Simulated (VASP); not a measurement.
Here is a VASP 6.6.1 calculation.

INCAR

```
ALGO = Normal ; EDIFF = 1E-6
EDIFFG = -0.005 ; ENCUT = 600
GGA = PE ; IBRION = 2
ISIF = 4 ; ISMEAR = -1
ISPIN = 2 ; LASPH = True
LCHARG = False ; LMAXMIX = 4
LORBIT = 11 ; LREAL = False
LWAVE = False ; MAGMOM = 1.7 1.7
NELM = 150 ; NSW = 50
PREC = Accurate ; SIGMA = 0.05
```

KPOINTS

```
k-points
0
Gamma
  17 17 10
```

Contents of POSCAR:

```
Co
1.0
    2.2972099873      0.0000000000      0.0000000000
   -1.1486049936      1.9894422068      0.0000000000
    0.0000000000      0.0000000000      3.7097728546
Co
2
Direct
    0.3333333333      0.6666666667      0.2500000000
    0.6666666667      0.3333333333      0.7500000000
```

Potentials or basis: VASP PAW PBE potentials, release 64 (Co).

The run is started by

```console
$ cat potpaw_PBE.64/Co/POTCAR > POTCAR
$ mpirun -np 1 vasp_std > vasp.out
```

Problem. Predict the net moment.

Solution. 2.56 μB per cell.

Problem. What does it give for the site moments?

Solution. Co +1.25 μB.

Final structure:
```yaml
crystal:
  lattice:
    - [2.29721, 0.00000, 0.00000]
    - [-1.14860, 1.98944, 0.00000]
    - [0.00000, 0.00000, 3.70977]
  atoms:
    - { symbol: Co, position: [0.33333, 0.66667, 0.25000] }
    - { symbol: Co, position: [0.66667, 0.33333, 0.75000] }
```
